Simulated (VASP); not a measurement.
GaGe: single point with PBEsol

The system is GaGe.

```
CELL_PARAMETERS angstrom
0.00000 2.89784 2.89784
2.89784 0.00000 2.89784
2.89784 2.89784 0.00000
ATOMIC_POSITIONS crystal
Ge 0.99277 0.98973 0.02535
Ga 0.23997 0.24662 0.26427
```

This cell differs from its parent crystal: atoms moved at random.

```json
{
  "Program": "VASP 6.6.1",
  "Task": "single point",
  "Functional": "PBEsol",
  "Potentials or basis": "VASP PAW PBE potentials, release 64 (Ge_d, Ga_d)",
  "Cutoff": "520 eV",
  "k mesh": "8 × 8 × 8",
  "Occupations": "fermi-dirac, width 0.05 eV",
  "Spin": "no spin polarisation"
}
```

```json
{
 "Pressure": "-2.4 GPa",
 "Largest force": "0.200 eV/Å",
 "Band gap on the k mesh": "zero (an odd number of electrons rules out a gap without spin polarisation)"
}
```

Forces in eV/Å, atoms in the order of the input:
```
Ge  -0.048 -0.188  0.047
Ga   0.048  0.188 -0.047
```

Stress tensor (GPa, compression positive):
```
-2.34 -0.27  1.00
-0.27 -2.46  0.28
 1.00  0.28 -2.34
```

Levels at points of the mesh, in eV from the Fermi level:
```
           k point  band 11  band 12  band 13  band 14  band 15  band 16  band 17  band 18
(0.00, 0.00, 0.00)   -10.54     1.57     1.68     1.84     2.04     4.24     4.37     4.47
(0.50, 0.00, 0.00)    -8.59    -5.35     0.29     0.49     2.01     5.18     5.47     8.07
(0.00, 0.50, 0.00)    -8.54    -5.46     0.31     0.48     2.07     5.23     5.48     8.10
(0.00, 0.00, 0.50)    -8.62    -5.26     0.33     0.44     1.96     5.22     5.37     8.04
(0.50, 0.50, 0.50)    -8.54    -5.46     0.32     0.48     2.07     5.23     5.48     8.10
(0.50, 0.50, 0.00)    -7.51    -5.81    -1.26    -1.23     2.26     2.38    10.99    11.04
(0.00, 0.50, 0.50)    -7.51    -5.81    -1.26    -1.23     2.26     2.38    10.99    11.04
(0.50, 0.00, 0.50)    -7.52    -5.81    -1.29    -1.21     2.23     2.42    10.93    11.10
```

Run time: 5 min on 1 thread of Intel Xeon 8259CL, with other jobs on the host, peak memory 0.37 GiB.

Caveat: the cell differs from its parent crystal (atoms moved at random); the PAW data sets were made with another functional, which shifts forces and pressure a little.
